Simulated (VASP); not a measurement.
# GaN (P6_3mc) in VASP: single point with r2SCAN-based global hybrid with 25 % exact exchange

Aim: the single point of GaN with r2SCAN-based global hybrid with 25 % exact exchange.

Program: VASP 6.6.1. These are calculated values, not measurements. Logs are shortened: lines on timing, memory, paths and dates and some standing lists are left out, and cuts for length are marked.

### Step 1. The cell of the first run

It takes space group P6_3mc (No. 186, hexagonal). Conventional cell: a = 3.180 Å, b = 3.180 Å, c = 5.166 Å, α = 90.00°, β = 90.00°, γ = 120.00°. Ga (site symmetry 3m) has 4 N at 1.94 to 1.95 Å within 2.6 Å. N (site symmetry 3m) has 4 Ga at 1.94 to 1.95 Å within 2.6 Å.

### Step 2. Single point, r2SCAN-based global hybrid with 25 % exact exchange

File POSCAR:

```
GaN
1.0
    3.1800000000      0.0000000000      0.0000000000
   -1.5900000000      2.7539607840      0.0000000000
    0.0000000000      0.0000000000      5.1660000000
Ga N
2 2
Direct
    0.6666666667      0.3333333333      0.5000000000
    0.3333333333      0.6666666667      0.0000000000
    0.6666666667      0.3333333333      0.8750000000
    0.3333333333      0.6666666667      0.3750000000
```

File INCAR.step1:

```
PREC = Accurate ; ENCUT = 520
EDIFF = 1E-5 ; ISMEAR = -1
SIGMA = 0.05 ; LREAL = False
LASPH = True ; NELM = 60
ALGO = Normal ; ISIF = 2
LWAVE = True ; NBANDS = 26
GGA = PE
```

File INCAR.step2:

```
PREC = Accurate ; ENCUT = 520
EDIFF = 1E-6 ; ISMEAR = -1
SIGMA = 0.05 ; LREAL = False
LASPH = True ; NELM = 60
ALGO = Normal ; ISIF = 2
LWAVE = False ; LCHARG = True
METAGGA = R2SCAN ; LHFCALC = True
AEXX = 0.25 ; LMIXTAU = True
PRECFOCK = Normal ; LELF = True
LVHAR = True ; NBANDS = 26
ISTART = 1
```

File KPOINTS:

```
regular mesh
0
Gamma
  6 6 3
```

Potentials or basis: VASP PAW PBE potentials, release 64 (Ga_d, N).

On the command line:

```
> cat potpaw_PBE.64/Ga_d/POTCAR potpaw_PBE.64/N/POTCAR > POTCAR
> cp INCAR.step1 INCAR
> mpirun -np 1 vasp_std > vasp.out
> cp INCAR.step2 INCAR
> mpirun -np 1 vasp_std > vasp.out
```

OUTCAR:

```text
PREC = Accurate
   ENCUT = 520
   EDIFF = 1E-6
   ISMEAR = -1
   LREAL = False
   LASPH = True
   NELM = 60
   ISIF = 2
   METAGGA = R2SCAN
   LHFCALC = True
   AEXX = 0.25
   PRECFOCK = Normal
   ISTART = 1

 ion  position               nearest neighbor table
   1  0.667  0.333  0.500-   3 1.94   4 1.95   4 1.95   4 1.95
   2  0.333  0.667  0.000-   4 1.94   3 1.95   3 1.95   3 1.95
   3  0.667  0.333  0.875-   1 1.94   2 1.95   2 1.95   2 1.95
   4  0.333  0.667  0.375-   2 1.94   1 1.95   1 1.95   1 1.95

  LATTYP: Found a hexagonal cell.
 ALAT       =     3.1800000000
 C/A-ratio  =     1.6245283019

  Lattice vectors:

 A1 = (   3.1800000000,   0.0000000000,   0.0000000000)
 A2 = (  -1.5900000000,   2.7539607840,   0.0000000000)
 A3 = (   0.0000000000,   0.0000000000,   5.1660000000)

Analysis of symmetry for initial positions (statically):
=====================================================================
 Subroutine PRICEL returns:
 Original cell was already a primitive cell.

 Routine SETGRP: Setting up the symmetry group for a
 hexagonal supercell.

 Subroutine GETGRP returns: Found 12 space group operations
 (whereof  6 operations were pure point group operations)
 out of a pool of 24 trial point group operations.

The static configuration has the point symmetry C_3v.
 The point group associated with its full space group is C_6v.

Analysis of symmetry for dynamics (positions and initial velocities):
=====================================================================
 Subroutine PRICEL returns:
 Original cell was already a primitive cell.

 Routine SETGRP: Setting up the symmetry group for a
 hexagonal supercell.

 Subroutine GETGRP returns: Found 12 space group operations
 (whereof  6 operations were pure point group operations)
 out of a pool of 24 trial point group operations.

The dynamic configuration has the point symmetry C_3v.
 The point group associated with its full space group is C_6v.

 Subroutine INISYM returns: Found 12 space group operations
 (whereof  6 operations are pure point group operations),
 and found     1 'primitive' translations

----------------------------------------------------------------------------------------

                                     Primitive cell

  volume of cell :      45.2417

  direct lattice vectors                    reciprocal lattice vectors
     3.180000000  0.000000000  0.000000000     0.314465409  0.181556688  0.000000000
    -1.590000000  2.753960784  0.000000000     0.000000000  0.363113377  0.000000000
     0.000000000  0.000000000  5.166000000     0.000000000  0.000000000  0.193573364

  length of vectors
     3.180000000  3.180000000  5.166000000     0.363113377  0.363113377  0.193573364

  position of ions in fractional coordinates (direct lattice)
     0.666666667  0.333333333  0.500000000
     0.333333333  0.666666667  0.000000000
     0.666666667  0.333333333  0.875000000
     0.333333333  0.666666667  0.375000000

  ion indices of the primitive-cell ions
   primitive index   ion index
                 1           1
                 2           2
                 3           3
                 4           4

----------------------------------------------------------------------------------------

 KPOINTS: regular mesh

Automatic generation of k-mesh.
 Grid dimensions read from file:
 generate k-points for:    6    6    3

 Generating k-lattice:

  Cartesian coordinates                     Fractional coordinates (reciprocal lattice)
     0.052410901  0.030259448  0.000000000     0.166666667  0.000000000  0.000000000
     0.000000000  0.060518896  0.000000000     0.000000000  0.166666667  0.000000000
     0.000000000  0.000000000  0.064524455     0.000000000  0.000000000  0.333333333

  Length of vectors
     0.060518896  0.060518896  0.064524455

  Shift w.r.t. Gamma in fractional coordinates (k-lattice)
     0.000000000  0.000000000  0.000000000

 Subroutine IBZKPT returns following result:
 ===========================================

 Found     14 irreducible k-points:

 Following reciprocal coordinates:
            Coordinates               Weight
  0.000000  0.000000  0.000000      1.000000
  0.166667  0.000000  0.000000      6.000000
  0.333333  0.000000  0.000000      6.000000
  0.500000  0.000000  0.000000      3.000000
  0.166667  0.166667  0.000000      6.000000
  0.333333  0.166667  0.000000     12.000000
  0.333333  0.333333  0.000000      2.000000
  0.000000  0.000000  0.333333      2.000000
  0.166667  0.000000  0.333333     12.000000
  0.333333  0.000000  0.333333     12.000000
  0.500000  0.000000  0.333333      6.000000
  0.166667  0.166667  0.333333     12.000000
  0.333333  0.166667  0.333333     24.000000
  0.333333  0.333333  0.333333      4.000000
   k-points           NKPTS =     14   k-points in BZ     NKDIM =    108   number of bands    NBANDS=     26
   number of dos      NEDOS =    301   number of ions     NIONS =      4
   total plane-waves  NPLWV =  23040
   dimension x,y,z NGX =    24 NGY =   24 NGZ =   40
   dimension x,y,z NGXF=    48 NGYF=   48 NGZF=   80
   ions per type =               2   2
   NGX,Y,Z   is equivalent  to a cutoff of  12.55, 12.55, 12.87 a.u.
   NGXF,Y,Z  is equivalent  to a cutoff of  25.09, 25.09, 25.74 a.u.
 SYSTEM =  unknown system
   PREC   = accura    normal or accurate (medium, high low for compatibility)
   ISTART =      1    job   : 0-new  1-cont  2-samecut
   ICHARG =      0    charge: 1-file 2-atom 10-const
   ISPIN  =      1    spin polarized calculation?
   LNONCOLLINEAR =      F non collinear calculations
   LSORBIT =      F    spin-orbit coupling
   LASPH  =      T    aspherical Exc in radial PAW
   ENCUT  =  520.0 eV  38.22 Ry    6.18 a.u.   5.91  5.91  9.61*2*pi/ulx,y,z
   NELM   =     60;   NELMIN=  2; NELMDL=  0     # of ELM steps
   EDIFF  = 0.1E-05   stopping-criterion for ELM
   LREAL  =      F    real-space projection
   EDIFFG = 0.1E-04   stopping-criterion for IOM
   NSW    =      0    number of steps for IOM
   IBRION =     -1    ionic relax: 0-MD 1-quasi-New 2-CG
   NFREE  =      0    steps in history (QN), initial steepest desc. (CG)
   ISIF   =      2    stress and relaxation
   ISYM   =      3    0-nonsym 1-usesym 2-fastsym
   POTIM  = 0.5000    time-step for ionic-motion
   TEBEG  =    0.0;   TEEND  =   0.0 temperature during run
   PSTRESS=    0.0 pullay stress
   NELECT =      36.0000    total number of electrons
   NUPDOWN=      -1.0000    fix difference up-down
   EMIN   =  10.00;   EMAX   =-10.00  energy-range for DOS
   EFERMI =   0.00;   METHOD = LEGACY
   ISMEAR =    -1;   SIGMA  =   0.05  broadening in eV -4-tet -1-fermi 0-gaus
   EFERMI_NEDOS =   21; number of points for ismear=-14 and -15
   IALGO  =     38    algorithm
   IMIX   =      1    mixing-type and parameters
     AMIX     =   0.40;   BMIX     =  1.00
     AMIX_MAG =   1.60;   BMIX_MAG =  1.00
  volume/ion in A,a.u.               =      11.31        76.33
  Fermi-wavevector in a.u.,A,eV,Ry     =   1.517036  2.866782 31.312427  2.301398
  Thomas-Fermi vector in A             =   2.626345
   LORBIT       =      0    0 simple, 1 ext, 2 COOP (PROOUT), +10 PAW based schemes
   METAGGA = R2SCAN    functional components
   LHFCALC =     T    Hartree Fock is set to
   PRECFOCK=normal    Normal, Fast or Accurate (Low or Medium for compatibility)
   ENCUT4O =  -1.0   cutoff for four orbital integrals eV
   NKREDX  =     1    reduce k-point grid by
   NKREDY  =     1    reduce k-point grid by
   NKREDZ  =     1    reduce k-point grid by
   AEXX    =    0.2500 exact exchange contribution
   HFSCREEN=    0.0000 screening length (either q_TF or 0.3 A-1)
   HFSCREENC=   0.0000 screening length for correlation (either q_TF or 0.3 A-1)
   ENCUTFOCK=  -1.0 apply spherical cutoff to Coloumb kernel
   IVDW    =     0    specifies the selected vdW correction
   LEPSILON=     F    determine dielectric tensor
   LRPA    =     F    only Hartree local field effects (RPA)
 non-spin polarized calculation
  energy-cutoff  :      520.00
  volume of cell :       45.24
 maximum number of plane-waves:      1236
 NGX is ok and might be reduce to    24
  NGX = 18; NGY = 18; NGZ = 30

 number of electron      36.0000002 magnetization

 Free energy of the ion-electron system (eV)
  ---------------------------------------------------
  ext. energy  EPLUGINS =         0.00000000
  ---------------------------------------------------
  free energy    TOTEN  =       -46.26202566 eV

  energy without entropy =      -46.26202566  energy(sigma->0) =      -46.26202566

 E-fermi :   5.0946     XC(G=0):  -9.8230

 val. band max:        4.0567538302   @ k =   0.0000   0.0000   0.0000
 cond. band min:       8.3076454715   @ k =   0.0000   0.0000   0.0000
 fundamental gap:      4.2508916413
 Fermi energy:         5.0945756271

 k-point     1 :       0.0000    0.0000    0.0000
  band No.  band energies     occupation
      1     -14.0553      2.00000
      2     -13.3342      2.00000
      3     -11.8621      2.00000
      4     -11.8396      2.00000
      5     -11.8396      2.00000
      6     -11.7728      2.00000
[... 18 lines left out ...]
     25      18.8296      0.00000
     26      18.8297      0.00000

 k-point     2 :       0.1667    0.0000    0.0000
  band No.  band energies     occupation
      1     -13.8195      2.00000
      2     -13.2917      2.00000
      3     -11.8279      2.00000
      4     -11.8057      2.00000
      5     -11.7471      2.00000
      6     -11.7237      2.00000
[... 18 lines left out ...]
     25      18.5102      0.00000
     26      19.4152      0.00000

 k-point     3 :       0.3333    0.0000    0.0000
  band No.  band energies     occupation
      1     -13.4525      2.00000
      2     -13.2391      2.00000
      3     -11.7827      2.00000
      4     -11.7654      2.00000
      5     -11.6727      2.00000
      6     -11.6285      2.00000
[... 18 lines left out ...]
     25      18.5405      0.00000
     26      20.5329      0.00000

 k-point     4 :       0.5000    0.0000    0.0000
  band No.  band energies     occupation
      1     -13.3417      2.00000
      2     -13.2240      2.00000
      3     -11.7761      2.00000
      4     -11.7599      2.00000
      5     -11.6562      2.00000
      6     -11.6002      2.00000
[... 18 lines left out ...]
     25      19.4817      0.00000
     26      20.8054      0.00000

 k-point     5 :       0.1667    0.1667    0.0000
  band No.  band energies     occupation
      1     -13.5244      2.00000
      2     -13.2488      2.00000
      3     -11.7877      2.00000
      4     -11.7732      2.00000
      5     -11.6944      2.00000
      6     -11.6703      2.00000
[... 18 lines left out ...]
     25      18.2307      0.00000
     26      20.5376      0.00000

 k-point     6 :       0.3333    0.1667    0.0000
  band No.  band energies     occupation
      1     -13.3265      2.00000
      2     -13.2275      2.00000
      3     -11.7998      2.00000
      4     -11.7282      2.00000
      5     -11.6296      2.00000
      6     -11.6186      2.00000
[... 137 lines left out ...]
 k-point    11 :       0.5000    0.0000    0.3333
  band No.  band energies     occupation
      1     -13.2745      2.00000
      2     -13.2168      2.00000
      3     -11.7885      2.00000
      4     -11.7267      2.00000
      5     -11.7124      2.00000
      6     -11.6224      2.00000
[... 18 lines left out ...]
     25      18.2933      0.00000
     26      20.5121      0.00000

 k-point    12 :       0.1667    0.1667    0.3333
  band No.  band energies     occupation
      1     -13.3914      2.00000
      2     -13.2595      2.00000
      3     -11.7714      2.00000
      4     -11.7546      2.00000
      5     -11.7213      2.00000
      6     -11.7000      2.00000
[... 18 lines left out ...]
     25      18.3002      0.00000
     26      19.4912      0.00000

 k-point    13 :       0.3333    0.1667    0.3333
  band No.  band energies     occupation
      1     -13.2628      2.00000
      2     -13.2152      2.00000
      3     -11.7554      2.00000
      4     -11.7380      2.00000
      5     -11.7034      2.00000
      6     -11.6432      2.00000
[... 18 lines left out ...]
     25      19.0553      0.00000
     26      20.3166      0.00000

 k-point    14 :       0.3333    0.3333    0.3333
  band No.  band energies     occupation
      1     -13.2146      2.00000
      2     -13.2146      2.00000
      3     -11.7609      2.00000
      4     -11.6962      2.00000
      5     -11.6962      2.00000
      6     -11.6424      2.00000
[... 18 lines left out ...]
     25      20.2687      0.00000
     26      21.3851      0.00000

------------------------ aborting loop because EDIFF is reached ----------------------------------------

  FORCE on cell =-STRESS in cart. coord.  units (eV):
  Direction    XX          YY          ZZ          XY          YZ          ZX
  --------------------------------------------------------------------------------------
  -------------------------------------------------------------------------------------
  Total       -0.5628496     -0.5628496     -0.1128262      0.0000000      0.0000000      0.0000000
  in kB      -19.9325880    -19.9325880     -3.9955943      0.0000000      0.0000000      0.0000000
  external PRESSURE =     -14.6202568 kB  Pullay stress =       0.0000000 kB

 VOLUME and BASIS-vectors are now :
 -----------------------------------------------------------------------------
  energy-cutoff  :      520.00
  volume of cell :       45.24
      direct lattice vectors                 reciprocal lattice vectors
     3.180000000  0.000000000  0.000000000     0.314465409  0.181556688  0.000000000
    -1.590000000  2.753960784  0.000000000     0.000000000  0.363113377  0.000000000
     0.000000000  0.000000000  5.166000000     0.000000000  0.000000000  0.193573364

 POSITION                                       TOTAL-FORCE (eV/Angst)
 -----------------------------------------------------------------------------------
      1.59000      0.91799      2.58300         0.000000     -0.000000     -0.154001
     -0.00000      1.83597      0.00000        -0.000000      0.000000     -0.154001
      1.59000      0.91799      4.52025        -0.000000      0.000000      0.154001
     -0.00000      1.83597      1.93725        -0.000000      0.000000      0.154001
 -----------------------------------------------------------------------------------
    total drift:                                0.000002      0.000015      0.033348

  FREE ENERGIE OF THE ION-ELECTRON SYSTEM (eV)
  ---------------------------------------------------
  free  energy   TOTEN  =       -46.2620256640 eV

  energy  without entropy=      -46.2620256639  energy(sigma->0) =      -46.26202566
```

Run time: 55 min. Hardware: 1 thread of Oxide Virtual Turin-like, shared host; peak memory 0.16 GiB.

What came out:

```yaml
Free_energy: -46.2620 eV
Pressure: -1.5 GPa
Largest_force: 0.154 eV/Å
Band_gap_on_the_k_mesh: 4.25 eV
```

Forces on the atoms (eV/Å):
```
Ga   0.000  0.000 -0.154
Ga   0.000  0.000 -0.154
N    0.000  0.000  0.154
N    0.000  0.000  0.154
```

Stress tensor (GPa, compression positive):
```
-1.99  0.00  0.00
 0.00 -1.99  0.00
 0.00  0.00 -0.40
```

Caveat: the PAW data sets were made with another functional, which shifts forces and pressure a little.
